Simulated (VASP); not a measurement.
# TaS2 (P-3m1) in VASP: notebook

Aim: see how the results for TaS2 move with the level of theory and the settings. Levels: PBE, LDA. Tasks: single point.

Everything below comes from runs of VASP 6.6.1. Logs are shortened: lines on timing, memory, paths and dates and some standing lists are left out, and cuts for length are marked.

### Step 1. The cell of the first run

The structure is trigonal, space group P-3m1 (No. 164). The conventional cell has a = 3.383 Å, b = 3.383 Å, c = 6.168 Å, α = 90.00°, β = 90.00°, γ = 120.00°. Within 3.3 Å of Ta (site symmetry -3m) lie 6 S at 2.47 Å. Within 3.3 Å of S (site symmetry 3m) lie 3 Ta at 2.47 Å.

### Step 2. Single point, PBE

File INCAR:

```
SYSTEM = TaS2
PREC = Accurate
ENCUT = 500
EDIFF = 1E-6
ISMEAR = 0
SIGMA = 0.1
LREAL = .False.
LASPH = .True.
NELM = 120
ALGO = Normal
ISIF = 2
LWAVE = .False.
LCHARG = .False.
GGA = PE
NBANDS = 18
GGA_COMPAT = .False.
```

File KPOINTS:

```
regular mesh
0
Gamma
  3 3 2
  0 0 0
```

File POSCAR:

```
TaS2
1.0
    3.3828573416      0.0000000000      0.0000000000
   -1.6914286708      2.9296403952      0.0000000000
    0.0000000000      0.0000000000      6.1679785700
Ta S
1 2
Direct
    0.0000000000      0.0000000000      0.0000000000
    0.6666666667      0.3333333333      0.7542821200
    0.3333333333      0.6666666667      0.2457178800
```

Potentials or basis: VASP PAW PBE potentials, release 64 (Ta_pv, S).

Launch:

```console
$ cat potpaw_PBE.64/Ta_pv/POTCAR potpaw_PBE.64/S/POTCAR > POTCAR
$ mpirun -np 1 vasp_std > vasp.out
```

OUTCAR:

```text
SYSTEM = TaS2
   PREC = Accurate
   ENCUT = 500
   EDIFF = 1E-6
   ISMEAR = 0
   LREAL = .False.
   LASPH = .True.
   NELM = 120
   ISIF = 2
   GGA = PE

 ion  position               nearest neighbor table
   1  0.000  0.000  0.000-   2 2.47   3 2.47   3 2.47   2 2.47   2 2.47   3 2.47
   2  0.667  0.333  0.754-   1 2.47   1 2.47   1 2.47
   3  0.333  0.667  0.246-   1 2.47   1 2.47   1 2.47

  LATTYP: Found a hexagonal cell.
 ALAT       =     3.3828573416
 C/A-ratio  =     1.8233043688

  Lattice vectors:

 A1 = (   3.3828573416,   0.0000000000,   0.0000000000)
 A2 = (  -1.6914286708,   2.9296403952,   0.0000000000)
 A3 = (   0.0000000000,   0.0000000000,   6.1679785700)

Analysis of symmetry for initial positions (statically):
=====================================================================
 Subroutine PRICEL returns:
 Original cell was already a primitive cell.

 Routine SETGRP: Setting up the symmetry group for a
 hexagonal supercell.

 Subroutine GETGRP returns: Found 12 space group operations
 (whereof 12 operations were pure point group operations)
 out of a pool of 24 trial point group operations.

The static configuration has the point symmetry D_3d.

Analysis of symmetry for dynamics (positions and initial velocities):
=====================================================================
 Subroutine PRICEL returns:
 Original cell was already a primitive cell.

 Routine SETGRP: Setting up the symmetry group for a
 hexagonal supercell.

 Subroutine GETGRP returns: Found 12 space group operations
 (whereof 12 operations were pure point group operations)
 out of a pool of 24 trial point group operations.

The dynamic configuration has the point symmetry D_3d.

 Subroutine INISYM returns: Found 12 space group operations
 (whereof 12 operations are pure point group operations),
 and found     1 'primitive' translations

----------------------------------------------------------------------------------------

                                     Primitive cell

  volume of cell :      61.1281

  direct lattice vectors                    reciprocal lattice vectors
     3.382857342  0.000000000  0.000000000     0.295608091  0.170669411  0.000000000
    -1.691428671  2.929640395  0.000000000     0.000000000  0.341338822  0.000000000
     0.000000000  0.000000000  6.167978570     0.000000000  0.000000000  0.162127671

  length of vectors
     3.382857342  3.382857342  6.167978570     0.341338822  0.341338822  0.162127671

  position of ions in fractional coordinates (direct lattice)
     0.000000000  0.000000000  0.000000000
     0.666666667  0.333333333  0.754282120
     0.333333333  0.666666667  0.245717880

  ion indices of the primitive-cell ions
   primitive index   ion index
                 1           1
                 2           2
                 3           3

----------------------------------------------------------------------------------------

 KPOINTS: regular mesh

Automatic generation of k-mesh.
 Grid dimensions read from file:
 generate k-points for:    3    3    2

 Generating k-lattice:

  Cartesian coordinates                     Fractional coordinates (reciprocal lattice)
     0.098536030  0.056889804  0.000000000     0.333333333  0.000000000  0.000000000
     0.000000000  0.113779607  0.000000000     0.000000000  0.333333333  0.000000000
     0.000000000  0.000000000  0.081063835     0.000000000  0.000000000  0.500000000

  Length of vectors
     0.113779607  0.113779607  0.081063835

  Shift w.r.t. Gamma in fractional coordinates (k-lattice)
     0.000000000  0.000000000  0.000000000

 Subroutine IBZKPT returns following result:
 ===========================================

 Found      6 irreducible k-points:

 Following reciprocal coordinates:
            Coordinates               Weight
  0.000000  0.000000  0.000000      1.000000
  0.333333  0.000000  0.000000      6.000000
  0.333333  0.333333  0.000000      2.000000
  0.000000  0.000000  0.500000      1.000000
  0.333333  0.000000  0.500000      6.000000
  0.333333  0.333333  0.500000      2.000000
   k-points           NKPTS =      6   k-points in BZ     NKDIM =      6   number of bands    NBANDS=     18
   number of dos      NEDOS =    301   number of ions     NIONS =      3
   total plane-waves  NPLWV =  37632
   dimension x,y,z NGX =    28 NGY =   28 NGZ =   48
   dimension x,y,z NGXF=    56 NGYF=   56 NGZF=   96
   ions per type =               1   2
   NGX,Y,Z   is equivalent  to a cutoff of  13.76, 13.76, 12.94 a.u.
   NGXF,Y,Z  is equivalent  to a cutoff of  27.52, 27.52, 25.87 a.u.
 SYSTEM =  TaS2
   PREC   = accura    normal or accurate (medium, high low for compatibility)
   ISTART =      0    job   : 0-new  1-cont  2-samecut
   ICHARG =      2    charge: 1-file 2-atom 10-const
   ISPIN  =      1    spin polarized calculation?
   LNONCOLLINEAR =      F non collinear calculations
   LSORBIT =      F    spin-orbit coupling
   LASPH  =      T    aspherical Exc in radial PAW
   ENCUT  =  500.0 eV  36.75 Ry    6.06 a.u.   6.17  6.17 11.25*2*pi/ulx,y,z
   NELM   =    120;   NELMIN=  2; NELMDL= -5     # of ELM steps
   EDIFF  = 0.1E-05   stopping-criterion for ELM
   LREAL  =      F    real-space projection
   EDIFFG = 0.1E-04   stopping-criterion for IOM
   NSW    =      0    number of steps for IOM
   IBRION =     -1    ionic relax: 0-MD 1-quasi-New 2-CG
   NFREE  =      0    steps in history (QN), initial steepest desc. (CG)
   ISIF   =      2    stress and relaxation
   ISYM   =      2    0-nonsym 1-usesym 2-fastsym
   POTIM  = 0.5000    time-step for ionic-motion
   TEBEG  =    0.0;   TEEND  =   0.0 temperature during run
   PSTRESS=    0.0 pullay stress
   NELECT =      23.0000    total number of electrons
   NUPDOWN=      -1.0000    fix difference up-down
   EMIN   =  10.00;   EMAX   =-10.00  energy-range for DOS
   EFERMI =   0.00;   METHOD = LEGACY
   ISMEAR =     0;   SIGMA  =   0.10  broadening in eV -4-tet -1-fermi 0-gaus
   EFERMI_NEDOS =   21; number of points for ismear=-14 and -15
   IALGO  =     38    algorithm
   IMIX   =      4    mixing-type and parameters
     AMIX     =   0.40;   BMIX     =  1.00
     AMIX_MAG =   1.60;   BMIX_MAG =  1.00
  volume/ion in A,a.u.               =      20.38       137.50
  Fermi-wavevector in a.u.,A,eV,Ry     =   1.181872  2.233414 19.004913  1.396822
  Thomas-Fermi vector in A             =   2.318137
   LORBIT       =      0    0 simple, 1 ext, 2 COOP (PROOUT), +10 PAW based schemes
   GGA     = PE    functional components
   LHFCALC =     F    Hartree Fock is set to
   AEXX    =    0.0000 exact exchange contribution
   IVDW    =     0    specifies the selected vdW correction
   LEPSILON=     F    determine dielectric tensor
   LRPA    =     F    only Hartree local field effects (RPA)
 non-spin polarized calculation
 Gauss-broadening in eV      SIGMA  =   0.10
  energy-cutoff  :      500.00
  volume of cell :       61.13
 maximum number of plane-waves:      1566
 NGX is ok and might be reduce to    28
   NGX = 13   NGY = 13   NGZ = 23

 number of electron      23.0000002 magnetization

 Free energy of the ion-electron system (eV)
  ---------------------------------------------------
  ext. energy  EPLUGINS =         0.00000000
  ---------------------------------------------------
  free energy    TOTEN  =       -23.04838427 eV

  energy without entropy =      -23.02208035  energy(sigma->0) =      -23.03523231

 E-fermi :   4.2519     XC(G=0): -10.1315

 val. band max:        4.2285929427   @ k =   0.3333   0.0000   0.0000
 cond. band min:       4.9922073777   @ k =   0.0000   0.0000   0.5000
 fundamental gap:      0.7636144349
 Fermi energy:         4.2518950977

 k-point     1 :       0.0000    0.0000    0.0000
  band No.  band energies     occupation
      1     -30.5276      2.00000
      2     -30.4690      2.00000
      3     -30.4690      2.00000
      4      -9.8173      2.00000
      5      -8.0636      2.00000
      6      -1.6851      2.00000
[... 10 lines left out ...]
     17      10.0306      0.00000
     18      10.2769      0.00000

 k-point     2 :       0.3333    0.0000    0.0000
  band No.  band energies     occupation
      1     -30.6627      2.00000
      2     -30.5141      2.00000
      3     -30.4907      2.00000
      4      -8.5612      2.00000
      5      -7.9584      2.00000
      6      -0.7747      2.00000
[... 10 lines left out ...]
     17      11.1755      0.00000
     18      11.6799      0.00000

 k-point     3 :       0.3333    0.3333    0.0000
  band No.  band energies     occupation
      1     -30.6477      2.00000
      2     -30.6477      2.00000
      3     -30.4724      2.00000
      4      -7.8083      2.00000
      5      -7.8083      2.00000
      6      -0.5802      2.00000
[... 10 lines left out ...]
     17      10.5754      0.00000
     18      14.1610      0.00000

 k-point     4 :       0.0000    0.0000    0.5000
  band No.  band energies     occupation
      1     -30.5277      2.00000
      2     -30.4690      2.00000
      3     -30.4690      2.00000
      4      -9.6349      2.00000
      5      -8.3907      2.00000
      6      -0.7669      2.00000
[... 10 lines left out ...]
     17      10.4523      0.00000
     18      11.5038      0.00000

 k-point     5 :       0.3333    0.0000    0.5000
  band No.  band energies     occupation
      1     -30.6627      2.00000
      2     -30.5141      2.00000
      3     -30.4908      2.00000
      4      -8.4780      2.00000
      5      -8.0512      2.00000
      6      -0.8922      2.00000
[... 10 lines left out ...]
     17      10.7482      0.00000
     18      10.9731      0.00000

 k-point     6 :       0.3333    0.3333    0.5000
  band No.  band energies     occupation
      1     -30.6477      2.00000
      2     -30.6477      2.00000
      3     -30.4724      2.00000
      4      -7.8115      2.00000
      5      -7.8115      2.00000
      6      -0.3642      2.00000
[... 10 lines left out ...]
     17      12.4500      0.00000
     18      12.5920      0.00000

------------------------ aborting loop because EDIFF is reached ----------------------------------------

  FORCE on cell =-STRESS in cart. coord.  units (eV):
  Direction    XX          YY          ZZ          XY          YZ          ZX
  --------------------------------------------------------------------------------------
  -------------------------------------------------------------------------------------
  Total        0.6804889      0.6804889      0.8222527      0.0000000     -0.0000000     -0.0000000
  in kB       17.8357250     17.8357250     21.5513764      0.0000000     -0.0000000     -0.0000000
  external PRESSURE =      19.0742754 kB  Pullay stress =       0.0000000 kB

 VOLUME and BASIS-vectors are now :
 -----------------------------------------------------------------------------
  energy-cutoff  :      500.00
  volume of cell :       61.13
      direct lattice vectors                 reciprocal lattice vectors
     3.382857342  0.000000000  0.000000000     0.295608091  0.170669411  0.000000000
    -1.691428671  2.929640395  0.000000000     0.000000000  0.341338822  0.000000000
     0.000000000  0.000000000  6.167978570     0.000000000  0.000000000  0.162127671

 POSITION                                       TOTAL-FORCE (eV/Angst)
 -----------------------------------------------------------------------------------
      0.00000      0.00000      0.00000         0.000000      0.000000      0.000000
      1.69143      0.97655      4.65240         0.000000      0.000000     -0.091526
     -0.00000      1.95309      1.51558        -0.000000     -0.000000      0.091526
 -----------------------------------------------------------------------------------
    total drift:                                0.000000     -0.000000      0.000000

  FREE ENERGIE OF THE ION-ELECTRON SYSTEM (eV)
  ---------------------------------------------------
  free  energy   TOTEN  =       -23.0483842712 eV

  energy  without entropy=      -23.0220803514  energy(sigma->0) =      -23.03523231
```

It used 14 s of CPU time on 1 thread of AMD EPYC 7R13 Processor (Zen 3) (shared host).

What came out:

* Free energy: -23.0484 eV
* Pressure: 1.9 GPa
* Largest force: 0.092 eV/Å

Forces on the atoms (eV/Å):
```
Ta   0.000  0.000  0.000
S    0.000  0.000 -0.092
S    0.000  0.000  0.092
```

Stress tensor (GPa, compression positive):
```
1.78 0.00 0.00
0.00 1.78 0.00
0.00 0.00 2.16
```

Levels at points of the mesh, in eV from the Fermi level:
```tsv
k point	band 7	band 8	band 9	band 10	band 11	band 12	band 13	band 14	band 15	band 16
(0.00, 0.00, 0.00)	-3.23	-3.23	-0.86	-0.04	-0.04	0.76	0.76	0.83	4.58	4.58
(0.00, 0.00, 0.50)	-3.21	-3.21	-2.64	-0.12	-0.12	0.74	0.74	1.63	4.84	4.84
```

Caveat: the k points lie up to 0.71 Å⁻¹ apart; spin-orbit coupling is left out, which moves the levels of the heavy elements; this functional lacks dispersion, which binds the layers, so the pressure and a relaxed spacing across them are unreliable.

### Step 3. Single point, LDA

File INCAR:

```
SYSTEM = TaS2
PREC = Accurate
ENCUT = 500
EDIFF = 1E-6
ISMEAR = -1
SIGMA = 0.014
LREAL = .FALSE.
LASPH = .TRUE.
NELM = 120
ALGO = Normal
ISIF = 2
LWAVE = .FALSE.
LCHARG = .TRUE.
LELF = .TRUE.
LVHAR = .TRUE.
NBANDS = 18
ISYM = 0
GGA_COMPAT = .FALSE.
```

File KPOINTS:

```
Automatic mesh
0
Gamma
  3 1 4
  0.78 0.8 0.63
```

POSCAR is that of step 2.

Potentials or basis: VASP PAW LDA potentials, release 64 (Ta_pv, S).

Launch:

```console
$ cat potpaw_LDA.64/Ta_pv/POTCAR potpaw_LDA.64/S/POTCAR > POTCAR
$ mpirun -np 1 vasp_std > vasp.out
```

It used 21 s of CPU time on 1 thread of AMD EPYC 7R13 Processor (Zen 3), with other jobs on the host.

Results (log left out):

```
Free energy   : -24.8459 eV
Pressure      : -4.6 GPa
Largest force : 0.864 eV/Å
```

Forces in eV/Å, atoms in the order of the input:
```
Ta   0.000  0.000  0.000
S    0.551  0.260  0.612
S   -0.551 -0.260 -0.612
```

Stress tensor (GPa, compression positive):
```
-4.75 -2.04 -4.58
-2.04 -2.65 -2.12
-4.58 -2.12 -6.38
```

Levels at points of the mesh, in eV from the Fermi level:
| k point | band 7 | band 8 | band 9 | band 10 | band 11 | band 12 | band 13 | band 14 | band 15 | band 16 |
| --- | --- | --- | --- | --- | --- | --- | --- | --- | --- | --- |
| (-0.07, -0.20, -0.09) | -4.72 | -4.17 | -3.61 | -2.37 | -1.70 | -0.23 | 1.21 | 1.83 | 3.55 | 4.21 |

Caveat: the k points lie up to 2.14 Å⁻¹ apart; spin-orbit coupling is left out, which moves the levels of the heavy elements.
